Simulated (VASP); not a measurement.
# Mo3H (P-3m1) in VASP: settings compared

Aim: see how the results for Mo3H move with the level of theory and the settings. Levels: PBE, r2SCAN. Tasks: single point.

All numbers are computed with VASP 6.6.1; they aren't measurements. Logs are shortened: lines on timing, memory, paths and dates and some standing lists are left out, and cuts for length are marked.

**1. The cell of the first run**

It takes space group P-3m1 (No. 164, trigonal). Conventional cell: a = 2.872 Å, b = 2.872 Å, c = 7.000 Å, α = 90.00°, β = 90.00°, γ = 120.00°. Within 2.7 Å of H (site symmetry -3m) lie 6 Mo at 2.05 Å. Within 2.7 Å of Mo (site symmetry 3m) lie 3 H at 2.05 Å. Within 3.7 Å of Mo (site symmetry -3m) lie 12 Mo at 2.83 to 2.87 Å and 2 H at 3.50 Å.

**2. Single point, PBE**

INCAR reads:

```
PREC = Accurate
ENCUT = 520
EDIFF = 1E-6
ISMEAR = 0
SIGMA = 0.2
LREAL = F
LASPH = T
NELM = 80
ALGO = Normal
ISIF = 2
LWAVE = F
LCHARG = T
GGA = PE
LELF = T
LVHAR = T
NBANDS = 53
```

KPOINTS reads:

```
Automatic mesh
0
Gamma
  8 4 4
```

POSCAR reads:

```
Mo3H
1.0
    1.4359967204     -2.4872192792      0.0000000000
   -4.3079901611     -2.4872192793      0.0000000000
    0.0000000000      0.0000000000     -7.0003031210
H Mo
2 6
Direct
    0.5000000000      0.5000000000      0.5000000000
    1.0000000000      1.0000000000      0.5000000000
    0.0000000000      0.6666666667      0.3271477113
    0.5000000000      0.1666666667      0.3271477113
    0.5000000000      0.8333333333      0.6728522887
    0.0000000000      0.3333333333      0.6728522887
    0.0000000000      1.0000000000      1.0000000000
    0.5000000000      0.5000000000      0.0000000000
```

Potentials or basis: VASP PAW PBE potentials, release 64 (H, Mo_sv).

Started as:

```
cat potpaw_PBE.64/H/POTCAR potpaw_PBE.64/Mo_sv/POTCAR > POTCAR
mpirun -np 1 vasp_std > vasp.out
```

OUTCAR:

```text
PREC = Accurate
   ENCUT = 520
   EDIFF = 1E-6
   ISMEAR = 0
   LREAL = F
   LASPH = T
   NELM = 80
   ISIF = 2
   GGA = PE

 ion  position               nearest neighbor table
   1  0.500  0.500  0.500-   4 2.05   5 2.05   6 2.05   3 2.05   3 2.05   6 2.05
   2  0.000  0.000  0.500-   3 2.05   6 2.05   5 2.05   4 2.05   4 2.05   5 2.05
   3  0.000  0.667  0.327-   2 2.05   1 2.05   1 2.05   7 2.83   8 2.83   8 2.83   4 2.87   4 2.87
                             4 2.87   4 2.87   5 2.93   5 2.93   6 2.93
   4  0.500  0.167  0.327-   1 2.05   2 2.05   2 2.05   8 2.83   7 2.83   7 2.83   3 2.87   3 2.87
                             3 2.87   3 2.87   6 2.93   6 2.93   5 2.93
   5  0.500  0.833  0.673-   1 2.05   2 2.05   2 2.05   8 2.83   7 2.83   7 2.83   6 2.87   6 2.87
                             6 2.87   6 2.87   3 2.93   3 2.93   4 2.93
   6  0.000  0.333  0.673-   2 2.05   1 2.05   1 2.05   7 2.83   8 2.83   8 2.83   5 2.87   5 2.87
                             5 2.87   5 2.87   4 2.93   4 2.93   3 2.93
   7  0.000  0.000  0.000-   3 2.83   6 2.83   5 2.83   4 2.83   4 2.83   5 2.83   8 2.87   8 2.87
                             8 2.87   8 2.87
   8  0.500  0.500  0.000-   4 2.83   5 2.83   6 2.83   3 2.83   3 2.83   6 2.83   7 2.87   7 2.87
                             7 2.87   7 2.87

  LATTYP: Found a simple orthorhombic cell.
 ALAT       =     2.8719934408
 B/A-ratio  =     1.7320508076
 C/A-ratio  =     2.4374370156

  Lattice vectors:

 A1 = (   1.4359967204,  -2.4872192792,   0.0000000000)
 A2 = (  -4.3079901611,  -2.4872192793,   0.0000000000)
 A3 = (   0.0000000000,   0.0000000000,  -7.0003031210)

Analysis of symmetry for initial positions (statically):
=====================================================================
 Subroutine PRICEL returns following result:

  LATTYP: Found a hexagonal cell.
 ALAT       =     2.8719934408
 C/A-ratio  =     2.4374370156

  Lattice vectors:

 A1 = (  -1.4359967204,   2.4872192792,   0.0000000000)
 A2 = (   2.8719934407,   0.0000000000,   0.0000000000)
 A3 = (   0.0000000000,   0.0000000000,  -7.0003031210)

   2 primitive cells build up your supercell.

 Routine SETGRP: Setting up the symmetry group for a
 simple orthorhombic supercell.

 Subroutine GETGRP returns: Found  4 space group operations
 (whereof  4 operations were pure point group operations)
 out of a pool of  8 trial point group operations.

The static configuration has the point symmetry C_2h.

Analysis of symmetry for dynamics (positions and initial velocities):
=====================================================================
 Subroutine PRICEL returns following result:

  LATTYP: Found a hexagonal cell.
 ALAT       =     2.8719934408
 C/A-ratio  =     2.4374370156

  Lattice vectors:

 A1 = (  -1.4359967204,   2.4872192792,   0.0000000000)
 A2 = (   2.8719934407,   0.0000000000,   0.0000000000)
 A3 = (   0.0000000000,   0.0000000000,  -7.0003031210)

   2 primitive cells build up your supercell.

 Routine SETGRP: Setting up the symmetry group for a
 simple orthorhombic supercell.

 Subroutine GETGRP returns: Found  4 space group operations
 (whereof  4 operations were pure point group operations)
 out of a pool of  8 trial point group operations.

The dynamic configuration has the point symmetry C_2h.

 Subroutine INISYM returns: Found  4 space group operations
 (whereof  4 operations are pure point group operations),
 and found     2 'primitive' translations

----------------------------------------------------------------------------------------

                                     Primitive cell

  volume of cell :      50.0051

  direct lattice vectors                    reciprocal lattice vectors
    -1.435996720  2.487219279  0.000000000    -0.000000000  0.402055423  0.000000000
     2.871993441  0.000000000  0.000000000     0.348190210  0.201027712  0.000000000
     0.000000000  0.000000000 -7.000303121     0.000000000  0.000000000 -0.142850957

  length of vectors
     2.871993441  2.871993441  7.000303121     0.402055423  0.402055423  0.142850957

  position of ions in fractional coordinates (direct lattice)
     0.000000000  0.000000000  0.500000000
     0.333333333  0.666666667  0.327147711
     0.666666667  0.333333333  0.672852289
     0.000000000  0.000000000  0.000000000

  ion indices of the primitive-cell ions
   primitive index   ion index
                 1           1
                 2           4
                 3           5
                 4           8

----------------------------------------------------------------------------------------

 KPOINTS: Automatic mesh

Automatic generation of k-mesh.
 Grid dimensions read from file:
 generate k-points for:    8    4    4

 Generating k-lattice:

  Cartesian coordinates                     Fractional coordinates (reciprocal lattice)
     0.021761888 -0.037692696  0.000000000     0.125000000  0.000000000  0.000000000
    -0.043523776 -0.025128464  0.000000000    -0.000000000  0.250000000  0.000000000
     0.000000000  0.000000000 -0.035712739     0.000000000  0.000000000  0.250000000

  Length of vectors
     0.043523776  0.050256928  0.035712739

  Shift w.r.t. Gamma in fractional coordinates (k-lattice)
     0.000000000  0.000000000  0.000000000

 Subroutine IBZKPT returns following result:
 ===========================================

 Found     50 irreducible k-points:

 Following reciprocal coordinates:
            Coordinates               Weight
  0.000000  0.000000  0.000000      1.000000
  0.125000  0.000000  0.000000      2.000000
  0.250000  0.000000  0.000000      2.000000
  0.375000  0.000000  0.000000      2.000000
  0.500000  0.000000  0.000000      1.000000
  0.000000  0.250000  0.000000      2.000000
[... 16 lines left out ...]
  0.125000  0.250000  0.250000      4.000000
 -0.125000  0.250000 -0.250000      4.000000
 [... further k-points ...]
   k-points           NKPTS =     50   k-points in BZ     NKDIM =     50   number of bands    NBANDS=     53
   number of dos      NEDOS =    301   number of ions     NIONS =      8
   total plane-waves  NPLWV =  51840
   dimension x,y,z NGX =    24 NGY =   40 NGZ =   54
   dimension x,y,z NGXF=    48 NGYF=   80 NGZF=  108
   ions per type =               2   6
   NGX,Y,Z   is equivalent  to a cutoff of  13.89, 13.37, 12.82 a.u.
   NGXF,Y,Z  is equivalent  to a cutoff of  27.78, 26.74, 25.65 a.u.
 SYSTEM =  unknown system
   PREC   = accura    normal or accurate (medium, high low for compatibility)
   ISTART =      0    job   : 0-new  1-cont  2-samecut
   ICHARG =      2    charge: 1-file 2-atom 10-const
   ISPIN  =      1    spin polarized calculation?
   LNONCOLLINEAR =      F non collinear calculations
   LSORBIT =      F    spin-orbit coupling
   LASPH  =      T    aspherical Exc in radial PAW
   ENCUT  =  520.0 eV  38.22 Ry    6.18 a.u.   5.34  9.25 13.02*2*pi/ulx,y,z
   NELM   =     80;   NELMIN=  2; NELMDL= -5     # of ELM steps
   EDIFF  = 0.1E-05   stopping-criterion for ELM
   LREAL  =      F    real-space projection
   EDIFFG = 0.1E-04   stopping-criterion for IOM
   NSW    =      0    number of steps for IOM
   IBRION =     -1    ionic relax: 0-MD 1-quasi-New 2-CG
   NFREE  =      0    steps in history (QN), initial steepest desc. (CG)
   ISIF   =      2    stress and relaxation
   ISYM   =      2    0-nonsym 1-usesym 2-fastsym
   POTIM  = 0.5000    time-step for ionic-motion
   TEBEG  =    0.0;   TEEND  =   0.0 temperature during run
   PSTRESS=    0.0 pullay stress
   NELECT =      86.0000    total number of electrons
   NUPDOWN=      -1.0000    fix difference up-down
   EMIN   =  10.00;   EMAX   =-10.00  energy-range for DOS
   EFERMI =   0.00;   METHOD = LEGACY
   ISMEAR =     0;   SIGMA  =   0.20  broadening in eV -4-tet -1-fermi 0-gaus
   EFERMI_NEDOS =   21; number of points for ismear=-14 and -15
   IALGO  =     38    algorithm
   IMIX   =      4    mixing-type and parameters
     AMIX     =   0.40;   BMIX     =  1.00
     AMIX_MAG =   1.60;   BMIX_MAG =  1.00
  volume/ion in A,a.u.               =      12.50        84.36
  Fermi-wavevector in a.u.,A,eV,Ry     =   1.556776  2.941881 32.974430  2.423552
  Thomas-Fermi vector in A             =   2.660523
   LORBIT       =      0    0 simple, 1 ext, 2 COOP (PROOUT), +10 PAW based schemes
   GGA     = PE    functional components
   LHFCALC =     F    Hartree Fock is set to
   AEXX    =    0.0000 exact exchange contribution
   IVDW    =     0    specifies the selected vdW correction
   LEPSILON=     F    determine dielectric tensor
   LRPA    =     F    only Hartree local field effects (RPA)
 non-spin polarized calculation
 Gauss-broadening in eV      SIGMA  =   0.20
  energy-cutoff  :      520.00
  volume of cell :      100.01
 maximum number of plane-waves:      2738
 NGX is ok and might be reduce to    24

 number of electron      86.0000005 magnetization

 Free energy of the ion-electron system (eV)
  ---------------------------------------------------
  ext. energy  EPLUGINS =         0.00000000
  ---------------------------------------------------
  free energy    TOTEN  =       -70.53773150 eV

  energy without entropy =      -70.40812742  energy(sigma->0) =      -70.47292946

 E-fermi :  11.5924     XC(G=0): -13.2183

 val. band max:       11.5907529743   @ k =   0.1250   0.0000   0.5000
 cond. band min:      11.6038148331   @ k =   0.1250   0.0000   0.0000
 fundamental gap:      0.0130618588
 Fermi energy:        11.5923555140

 k-point     1 :       0.0000    0.0000    0.0000
  band No.  band energies     occupation
      1     -49.1959      2.00000
      2     -49.0883      2.00000
      3     -49.0118      2.00000
      4     -48.9924      2.00000
      5     -48.9622      2.00000
      6     -48.8627      2.00000
[... 45 lines left out ...]
     52      14.3661      0.00000
     53      14.9968      0.00000

 k-point     2 :       0.1250    0.0000    0.0000
  band No.  band energies     occupation
      1     -49.1776      2.00000
      2     -49.0762      2.00000
      3     -49.0055      2.00000
      4     -48.9882      2.00000
      5     -48.9508      2.00000
      6     -48.8598      2.00000
[... 45 lines left out ...]
     52      14.5062      0.00000
     53      14.8167      0.00000

 k-point     3 :       0.2500    0.0000    0.0000
  band No.  band energies     occupation
      1     -49.1295      2.00000
      2     -49.0457      2.00000
      3     -48.9913      2.00000
      4     -48.9818      2.00000
      5     -48.9219      2.00000
      6     -48.8542      2.00000
[... 45 lines left out ...]
     52      13.7723      0.00000
     53      14.3129      0.00000
[... 1065 lines left out ...]
 k-point    23 :       0.1250    0.2500    0.2500
  band No.  band energies     occupation
      1     -49.1460      2.00000
      2     -49.0766      2.00000
      3     -49.0362      2.00000
      4     -48.9969      2.00000
      5     -48.9312      2.00000
      6     -48.8724      2.00000
[... 45 lines left out ...]
     52      13.9163      0.00000
     53      14.2947      0.00000

 k-point    24 :      -0.1250    0.2500   -0.2500
  band No.  band energies     occupation
      1     -49.1455      2.00000
      2     -49.0773      2.00000
      3     -49.0315      2.00000
      4     -49.0029      2.00000
      5     -48.9309      2.00000
      6     -48.8711      2.00000
[... 45 lines left out ...]
     52      13.6556      0.00000
     53      14.7132      0.00000

 [... further k-points ...]

------------------------ aborting loop because EDIFF is reached ----------------------------------------

  FORCE on cell =-STRESS in cart. coord.  units (eV):
  Direction    XX          YY          ZZ          XY          YZ          ZX
  --------------------------------------------------------------------------------------
  -------------------------------------------------------------------------------------
  Total        0.4612861      0.3606785     -0.1423420      0.0871287     -0.0305320     -0.0528830
  in kB        7.3898660      5.7781192     -2.2803375      1.3958136     -0.4891264     -0.8471923
  external PRESSURE =       3.6292159 kB  Pullay stress =       0.0000000 kB

 VOLUME and BASIS-vectors are now :
 -----------------------------------------------------------------------------
  energy-cutoff  :      520.00
  volume of cell :      100.01
      direct lattice vectors                 reciprocal lattice vectors
     1.435996720 -2.487219279  0.000000000     0.174095105 -0.301541567  0.000000000
    -4.307990161 -2.487219279  0.000000000    -0.174095105 -0.100513856  0.000000000
     0.000000000  0.000000000 -7.000303121     0.000000000  0.000000000 -0.142850957

 POSITION                                       TOTAL-FORCE (eV/Angst)
 -----------------------------------------------------------------------------------
     -1.43600     -2.48722     -3.50015        -0.000000     -0.000000     -0.000000
      0.00000      0.00000     -3.50015        -0.000000     -0.000000     -0.000000
     -2.87199     -1.65815     -2.29013         0.014444      0.008339      0.029552
     -0.00000     -1.65815     -2.29013         0.014444      0.008339      0.029552
     -2.87199     -3.31629     -4.71017        -0.014444     -0.008339     -0.029552
     -1.43600     -0.82907     -4.71017        -0.014444     -0.008339     -0.029552
      0.00000      0.00000      0.00000        -0.000000     -0.000000     -0.000000
     -1.43600     -2.48722      0.00000        -0.000000     -0.000000     -0.000000
 -----------------------------------------------------------------------------------
    total drift:                                0.000000      0.000000     -0.000000

  FREE ENERGIE OF THE ION-ELECTRON SYSTEM (eV)
  ---------------------------------------------------
  free  energy   TOTEN  =       -70.5377314958 eV

  energy  without entropy=      -70.4081274181  energy(sigma->0) =      -70.47292946
```

Wall time 6.1 min (1 thread of Intel Xeon 8259CL, shared host); peak memory 0.34 GiB.

Results:

* Free energy: -70.5377 eV
* Pressure: 0.4 GPa
* Largest force: 0.034 eV/Å
* Band gap on the k mesh: zero (bands 43 and 44 overlap by 1.19 eV)

Forces in eV/Å, atoms in the order of the input:
```
H    0.000  0.000  0.000
H    0.000  0.000  0.000
Mo   0.014  0.008  0.030
Mo   0.014  0.008  0.030
Mo  -0.014 -0.008 -0.030
Mo  -0.014 -0.008 -0.030
Mo   0.000  0.000  0.000
Mo   0.000  0.000  0.000
```

Levels at points of the mesh, in eV from the Fermi level:
```
           k point  band 41  band 42  band 43  band 44  band 45  band 46
(0.00, 0.00, 0.00)    -0.61    -0.61    -0.53    -0.32    -0.31    -0.16
(0.50, 0.00, 0.00)    -0.72    -0.72     0.32     0.32     1.22     1.22
(0.00, 0.50, 0.00)    -0.39    -0.39    -0.26    -0.26     0.26     0.26
(0.50, 0.50, 0.00)    -0.32    -0.32    -0.16    -0.16     3.41     3.41
(0.00, 0.00, 0.50)    -0.40    -0.40    -0.13     0.03     0.28     0.60
(0.50, 0.00, 0.50)    -1.21    -1.21     0.37     0.37     0.73     0.73
(0.00, 0.50, 0.50)    -0.42    -0.42    -0.14    -0.14     0.51     0.51
(0.50, 0.50, 0.50)     0.28     0.28     0.61     0.61     1.95     1.95
```

**3. Single point, r2SCAN**

This run uses another cell than the first one: it holds 4 atoms, not 8.

POSCAR reads:

```
Mo3H
1.0
    2.8719934408      0.0000000000      0.0000000000
   -1.4359967204      2.4872192792      0.0000000000
    0.0000000000      0.0000000000      7.0003031210
H Mo
1 3
Direct
    0.0000000000      0.0000000000      0.5000000000
    0.6666666667      0.3333333333      0.6728522887
    0.3333333333      0.6666666667      0.3271477113
    0.0000000000      0.0000000000      0.0000000000
```

INCAR.step1 reads:

```
SYSTEM = Mo3H
  PREC = Accurate
  ENCUT = 520
  ISMEAR = 0
  SIGMA = 0.1
  LREAL = .FALSE.
  LASPH = .TRUE.
  NELM = 80
  NBANDS = 30
  GGA = PE
  ALGO = Normal
  EDIFF = 1E-4
  LWAVE = .TRUE.
  LCHARG = .FALSE.
```

INCAR.step2 reads:

```
SYSTEM = Mo3H
  PREC = Accurate
  ENCUT = 520
  EDIFF = 1E-6
  ISMEAR = 0
  SIGMA = 0.1
  LREAL = .FALSE.
  LASPH = .TRUE.
  NELM = 80
  ALGO = Normal
  ISIF = 2
  LWAVE = .FALSE.
  LCHARG = .FALSE.
  METAGGA = R2SCAN
  LMIXTAU = .TRUE.
  NBANDS = 30
  ISTART = 1
```

KPOINTS reads:

```
Automatic mesh
0
G
  12 12 6
  0 0 0
```

Potentials or basis: VASP PAW PBE potentials, release 64 (H, Mo_sv).

Started as:

```
cat potpaw_PBE.64/H/POTCAR potpaw_PBE.64/Mo_sv/POTCAR > POTCAR
cp INCAR.step1 INCAR
mpirun -np 1 vasp_std > vasp.out
cp INCAR.step2 INCAR
mpirun -np 1 vasp_std > vasp.out
```

Wall time 11 min (1 thread of Intel Xeon 8259CL, shared host); peak memory 0.26 GiB.

Results (log left out):

* Free energy: -80.6153 eV
* Pressure: -1.9 GPa
* Largest force: 0.029 eV/Å
* Band gap on the k mesh: zero (an odd number of electrons rules out a gap without spin polarisation)

Forces in eV/Å, atoms in the order of the input:
```
H    0.000  0.000  0.000
Mo   0.000  0.000 -0.029
Mo   0.000  0.000  0.029
Mo   0.000  0.000  0.000
```

Levels at points of the mesh, in eV from the Fermi level:
```tsv
k point	band 18	band 19	band 20	band 21	band 22	band 23	band 24	band 25
(0.00, 0.00, 0.00)	-0.90	-0.84	-0.84	-0.72	-0.59	-0.59	-0.44	1.92
(0.50, 0.00, 0.00)	-2.24	-0.74	-0.65	-0.27	-0.11	3.45	3.86	3.86
(0.00, 0.00, 0.50)	-1.11	-1.11	-0.53	-0.53	-0.43	-0.43	-0.10	1.59
(0.50, 0.00, 0.50)	-1.12	-1.07	-0.26	0.22	0.56	2.10	2.33	3.83
```

Caveat: the PAW data sets were made with another functional, which shifts forces and pressure a little.
